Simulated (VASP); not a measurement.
# GaN (Fm-3m) in VASP: settings compared, part 2 of 2

VASP 6.6.1. The steps go on from the part before.

## (4) Relaxation of cell and atoms, PBEsol

This run uses another cell than the first one, of 9.72 Å³/atom, 1.037 times its volume.

Input file INCAR:

```
  ALGO = Normal
  EDIFF = 1E-6
  EDIFFG = -0.005
  ENCUT = 600
  GGA = PS
  IBRION = 2
  ISIF = 3
  ISMEAR = -1
  LASPH = T
  LCHARG = F
  LREAL = F
  LWAVE = F
  NELM = 100
  NSW = 80
  PREC = Accurate
  SIGMA = 0.02
```

Input file KPOINTS:

```
k-points
0
Gamma
  10 10 10
```

Input file POSCAR:

```
GaN
1.0
    0.0000000000      2.1340290692      2.1340290692
    2.1340290692      0.0000000000      2.1340290692
    2.1340290692      2.1340290692      0.0000000000
Ga N
1 1
Direct
    0.5000000000      0.5000000000      0.5000000000
    0.0000000000      0.0000000000      0.0000000000
```

Started as:

```sh
cat potpaw_PBE.64/Ga_d/POTCAR potpaw_PBE.64/N/POTCAR > POTCAR
mpirun -np 1 vasp_std > vasp.out
```

It took 21 s on 1 thread of Intel Xeon Platinum 8488C (Sapphire Rapids), shared host; peak memory 0.15 GiB.

Results (log left out):

```yaml
Free_energy: -12.2629 eV
Relaxed_volume: 9.41 Å³/atom
Relaxed_cell: a = 2.985 Å, b = 2.985 Å, c = 2.985 Å, α = 60.00°, β = 60.00°, γ = 60.00°
Space_group_after_relaxing_to_0.05_Å: Fm-3m (No. 225)
Energy_gained_by_relaxing: 7.2 meV/atom
Ionic_steps: 3
Pressure_after_relaxing: -0.1 GPa
Band_gap_on_the_k_mesh: 0.56 eV, indirect (least direct gap 2.80 eV)
```

The path:
| step | energy change (eV) | largest force (eV/Å) | pressure (GPa) | volume (Å³) |
| --- | --- | --- | --- | --- |
| 1 | 0.0000 | 0.0000 | -7.18 | 19.44 |
| 2 | -0.0013 | 0.0000 | 7.49 | 18.24 |
| 3 | -0.0145 | 0.0000 | -0.07 | 18.81 |

Final structure:
```
Ga N
1.0
     0.00000    2.11090    2.11090
     2.11090    0.00000    2.11090
     2.11090    2.11090    0.00000
Ga N
1 1
Direct
  0.50000 0.50000 0.50000
  0.00000 0.00000 0.00000
```

Levels at points of the mesh, in eV from the valence-band top:
| k point | band 5 | band 6 | band 7 | band 8 | band 9 | band 10 | band 11 | band 12 | band 13 |
| --- | --- | --- | --- | --- | --- | --- | --- | --- | --- |
| (0.00, 0.00, 0.00) | -13.81 | -13.81 | -0.50 | -0.50 | -0.50 | 2.30 | 14.65 | 14.65 | 14.65 |
| (0.50, 0.00, 0.00) | -13.67 | -13.67 | -8.31 | -0.14 | -0.14 | 4.64 | 9.02 | 9.02 | 9.45 |
| (0.50, 0.50, 0.00) | -13.62 | -10.88 | -7.20 | -3.07 | -3.07 | 0.56 | 7.71 | 11.91 | 14.49 |

Caveat: the PAW data sets were made with another functional, which shifts forces and pressure a little. As with any semilocal functional, this PBEsol gap is likely too small.

## (5) Relaxation of cell and atoms, LDA

This run uses another cell than the first one, of 9.72 Å³/atom, 1.037 times its volume.

Input file INCAR:

```
  ALGO = Normal
  EDIFF = 1E-6
  EDIFFG = -0.005
  ENCUT = 600
  GGA = CA
  IBRION = 2
  ISIF = 3
  ISMEAR = -1
  LASPH = True
  LCHARG = False
  LREAL = False
  LWAVE = False
  NELM = 80
  NSW = 80
  PREC = Accurate
  SIGMA = 0.02
```

KPOINTS is that of step 4.

POSCAR is that of step 4.

Potentials or basis: VASP PAW LDA potentials, release 64 (Ga_d, N).

Started as:

```sh
cat potpaw_LDA.64/Ga_d/POTCAR potpaw_LDA.64/N/POTCAR > POTCAR
mpirun -np 1 vasp_std > vasp.out
```

OUTCAR:

```text
EDIFF = 1E-6
   EDIFFG = -0.005
   ENCUT = 600
   GGA = CA
   IBRION = 2
   ISIF = 3
   ISMEAR = -1
   LASPH = True
   LREAL = False
   NELM = 80
   NSW = 80
   PREC = Accurate

 ion  position               nearest neighbor table
   1  0.500  0.500  0.500-   2 2.13   2 2.13   2 2.13   2 2.13   2 2.13   2 2.13
   2  0.000  0.000  0.000-   1 2.13   1 2.13   1 2.13   1 2.13   1 2.13   1 2.13

  LATTYP: Found a face centered cubic cell.
 ALAT       =     4.2680581384

  Lattice vectors:

 A1 = (   0.0000000000,   2.1340290692,   2.1340290692)
 A2 = (   2.1340290692,   0.0000000000,   2.1340290692)
 A3 = (   2.1340290692,   2.1340290692,   0.0000000000)

Analysis of symmetry for initial positions (statically):
=====================================================================
 Subroutine PRICEL returns:
 Original cell was already a primitive cell.

 Routine SETGRP: Setting up the symmetry group for a
 face centered cubic supercell.

 Subroutine GETGRP returns: Found 48 space group operations
 (whereof 48 operations were pure point group operations)
 out of a pool of 48 trial point group operations.

The static configuration has the point symmetry O_h .

Analysis of symmetry for dynamics (positions and initial velocities):
=====================================================================
 Subroutine PRICEL returns:
 Original cell was already a primitive cell.

 Routine SETGRP: Setting up the symmetry group for a
 face centered cubic supercell.

 Subroutine GETGRP returns: Found 48 space group operations
 (whereof 48 operations were pure point group operations)
 out of a pool of 48 trial point group operations.

The dynamic configuration has the point symmetry O_h .

 Subroutine INISYM returns: Found 48 space group operations
 (whereof 48 operations are pure point group operations),
 and found     1 'primitive' translations

[... 125 lines left out ...]
 conjugate gradient relaxation of ions
 non-spin polarized calculation
  energy-cutoff  :      600.00
  volume of cell :       19.44
 maximum number of plane-waves:       662
   NGX = 13   NGY = 13   NGZ = 13

--------------------------------------- Ionic step        1  -------------------------------------------

 number of electron      18.0000006 magnetization

 Free energy of the ion-electron system (eV)
  ---------------------------------------------------
  ext. energy  EPLUGINS =         0.00000000
  ---------------------------------------------------
  free energy    TOTEN  =       -13.04118814 eV

  energy without entropy =      -13.04118031  energy(sigma->0) =      -13.04118423

------------------------ aborting loop because EDIFF is reached ----------------------------------------

  FORCE on cell =-STRESS in cart. coord.  units (eV):
  Direction    XX          YY          ZZ          XY          YZ          ZX
  --------------------------------------------------------------------------------------
  -------------------------------------------------------------------------------------
  Total       -1.5067964     -1.5067964     -1.5067964     -0.0000000     -0.0000000     -0.0000000
  in kB     -124.2035988   -124.2035988   -124.2035988     -0.0000000     -0.0000000     -0.0000000
  external PRESSURE =    -124.2035988 kB  Pullay stress =       0.0000000 kB
[... 167 lines left out ...]
--------------------------------------- Ionic step        6  -------------------------------------------

 number of electron      18.0000001 magnetization

 Free energy of the ion-electron system (eV)
  ---------------------------------------------------
  ext. energy  EPLUGINS =         0.00000000
  ---------------------------------------------------
  free energy    TOTEN  =       -13.08482703 eV

  energy without entropy =      -13.08482703  energy(sigma->0) =      -13.08482703

 E-fermi :   8.3314     XC(G=0): -13.6370

 val. band max:        8.0048490121   @ k =  -0.2000   0.2000   0.0000
 cond. band min:       8.6194406976   @ k =   0.5000   0.5000   0.0000
 fundamental gap:      0.6145916856
 Fermi energy:         8.3314044613

 k-point     1 :       0.0000    0.0000    0.0000
  band No.  band energies     occupation
      1      -9.4503      2.00000
      2      -6.0620      2.00000
      3      -6.0620      2.00000
      4      -6.0620      2.00000
      5      -5.9572      2.00000
      6      -5.9572      2.00000
      7       7.4729      2.00000
      8       7.4729      2.00000
      9       7.4729      2.00000
     10      10.6575      0.00000
     11      22.8451      0.00000
     12      22.8451      0.00000
     13      22.8451      0.00000
[... 354 lines left out ...]
  band No.  band energies     occupation
      1      -7.7247      2.00000
      2      -6.2096      2.00000
      3      -5.9160      2.00000
      4      -5.8662      2.00000
      5      -5.8069      2.00000
      6      -4.7495      2.00000
      7       2.4817      2.00000
      8       5.1077      2.00000
      9       5.5284      2.00000
     10      10.7989      0.00000
     11      16.6775      0.00000
     12      18.4855      0.00000
     13      21.5848      0.00000

 [... further k-points ...]
[... 5 lines left out ...]
  --------------------------------------------------------------------------------------
  -------------------------------------------------------------------------------------
  Total        0.0048530      0.0048530      0.0048530      0.0000000      0.0000000      0.0000000
  in kB        0.4233543      0.4233543      0.4233543      0.0000000      0.0000000      0.0000000
  external PRESSURE =       0.4233543 kB  Pullay stress =       0.0000000 kB
[... 17 lines left out ...]
  FREE ENERGIE OF THE ION-ELECTRON SYSTEM (eV)
  ---------------------------------------------------
  free  energy   TOTEN  =       -13.0848270283 eV

  energy  without entropy=      -13.0848270261  energy(sigma->0) =      -13.08482703

 reached required accuracy - stopping structural energy minimisation
```

Run time: 27 s. Hardware: 1 thread of Intel Xeon Platinum 8488C (Sapphire Rapids), shared host; peak memory 0.14 GiB.

What came out:

```yaml
Free_energy: -13.0848 eV
Relaxed_volume: 9.18 Å³/atom
Relaxed_cell: a = 2.961 Å, b = 2.961 Å, c = 2.961 Å, α = 60.00°, β = 60.00°, γ = 60.00°
Space_group_after_relaxing_to_0.05_Å: Fm-3m (No. 225)
Energy_gained_by_relaxing: 21.8 meV/atom
Ionic_steps: 6
Pressure_after_relaxing: 0.0 GPa
Band_gap_on_the_k_mesh: 0.61 eV, indirect (least direct gap 3.18 eV)
```

Step by step:
```csv
step,energy change (eV),largest force (eV/Å),pressure (GPa),volume (Å³)
1,0.0000,0.0000,-12.42,19.44
2,0.0006,0.0000,15.33,17.39
3,-0.0436,0.0000,-0.15,18.38
4,-0.0436,0.0000,0.20,18.36
5,-0.0436,0.0000,-0.30,18.38
6,-0.0436,0.0000,0.04,18.37
```

Final structure:
```yaml
crystal:
  lattice:
    - [0.00000, 2.09409, 2.09409]
    - [2.09409, 0.00000, 2.09409]
    - [2.09409, 2.09409, 0.00000]
  atoms:
    - { symbol: Ga, position: [0.50000, 0.50000, 0.50000] }
    - { symbol: N, position: [0.00000, 0.00000, 0.00000] }
```

Levels at points of the mesh, in eV from the valence-band top:
| k point | band 7 | band 8 | band 9 | band 10 | band 11 | band 12 |
| --- | --- | --- | --- | --- | --- | --- |
| (0.00, 0.00, 0.00) | -0.53 | -0.53 | -0.53 | 2.65 | 14.84 | 14.84 |
| (0.50, 0.00, 0.00) | -8.46 | -0.14 | -0.14 | 4.81 | 9.08 | 9.08 |
| (0.50, 0.50, 0.00) | -7.37 | -3.15 | -3.15 | 0.61 | 7.82 | 12.07 |

A k mesh can miss the band edges. Zero-point motion and thermal expansion aren't in these numbers.

## (6) Summary

| task | level | potentials or basis | cell | cutoff (eV) | smearing | gap on the mesh (eV) | pressure (GPa) | relaxed volume (Å³/atom) |
| --- | --- | --- | --- | --- | --- | --- | --- | --- |
| single point | r2SCAN | VASP PAW PBE potentials, release 64 (Ga_d, N) | a = 2.982 Å, angles 60.0°, 2 atoms | 520 | gaussian 0.01 eV | 1.18 | 1.3 | - |
| relaxation of cell and atoms | PBE | VASP PAW PBE potentials, release 64 (Ga_d, N) | relaxed from a = 2.818 Å, angles 60.0°, 2 atoms | 600 | fermi-dirac 0.02 eV | 0.42 | 0.0 | 9.75 |
| relaxation of cell and atoms | PBEsol | VASP PAW PBE potentials, release 64 (Ga_d, N) | relaxed from a = 3.018 Å, angles 60.0°, 2 atoms | 600 | fermi-dirac 0.02 eV | 0.56 | -0.1 | 9.41 |
| relaxation of cell and atoms | LDA | VASP PAW LDA potentials, release 64 (Ga_d, N) | relaxed from a = 3.018 Å, angles 60.0°, 2 atoms | 600 | fermi-dirac 0.02 eV | 0.61 | 0.0 | 9.18 |

Alike in all rows: no spin polarisation; k mesh 10 × 10 × 10.

Caveats: the PAW data sets were made with another functional, which shifts forces and pressure a little (some runs); the volume moved by over 15 % at a fixed basis, so the end points are rough (some runs); the volume moved by +23 % from the deposited cell, more than functionals usually miss (some runs).

Total energies depend on the potentials used, so only differences within one code and one set of settings carry meaning.
